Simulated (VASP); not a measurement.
Set up this calculation in VASP 6.6.1, as the native input.

* Task: single point
* Functional: PBE
* Potentials or basis: VASP PAW PBE potentials, release 64 (Pr_3, Br), 4f in core
* Cutoff: 500 eV
* k mesh: 4 × 4 × 4
* Occupations: gaussian, width 0.1 eV
* Spin: no spin polarisation
* Dipole correction: no
* Mended: yes
* Further INCAR settings: ALGO = Normal; EDIFF = 1e-06; NBANDS = 32

The structure of Pr3Br2 lies in POSCAR:

```
Pr3Br2
1.0
    4.7208912500      0.0000000000      0.0000000000
    0.0000000000      4.7208912500      0.0000000000
    0.0000000000      0.0000000000      4.7208912500
Pr Br
3 2
Direct
    0.0000000000      0.5000000000      0.5000000000
    0.5000000000      0.0000000000      0.5000000000
    0.5000000000      0.5000000000      0.0000000000
    0.0000000000      0.0000000000      0.0000000000
    0.5000000000      0.5000000000      0.5000000000
```

The cell was built from a structure type or drawn by symmetry, and may not be a known phase.

These files were run (other wordings do the same):

INCAR

```
SYSTEM = Pr3Br2
PREC = Accurate
ENCUT = 500
EDIFF = 1E-6
ISMEAR = 0
SIGMA = 0.1
LREAL = .FALSE.
LASPH = .TRUE.
NELM = 200
ALGO = Normal
ISIF = 2
LWAVE = .FALSE.
LCHARG = .FALSE.
GGA = PE
NBANDS = 32
GGA_COMPAT = .FALSE.
LMAXMIX = 6
```

KPOINTS

```
Automatic mesh
0
G
  4 4 4
  0 0 0
```

Potentials or basis: VASP PAW PBE potentials, release 64 (Pr_3, Br), 4f in core.

The run is started by

```console
$ cat potpaw_PBE.64/Pr_3/POTCAR potpaw_PBE.64/Br/POTCAR > POTCAR
$ mpirun -np 1 vasp_std > vasp.out
```

It gave:

```
Pressure               : 68.1 GPa
Band gap on the k mesh : zero (an odd number of electrons rules out a gap without spin polarisation)
```

Caveat: the cell stands under pressure; spin-orbit coupling is left out, which moves the levels of the heavy elements; the 4f electrons are frozen in the core, so they carry no moment and show no levels; an odd number of electrons without spin polarisation forces a metal; a magnetic or distorted state may lie lower; the run has no spin polarisation, though such a crystal can be magnetic.

Run time: 44 s on 1 thread of Intel(R) Xeon(R) Platinum 8488C (Sapphire Rapids), on a shared host, peak memory 0.21 GiB.
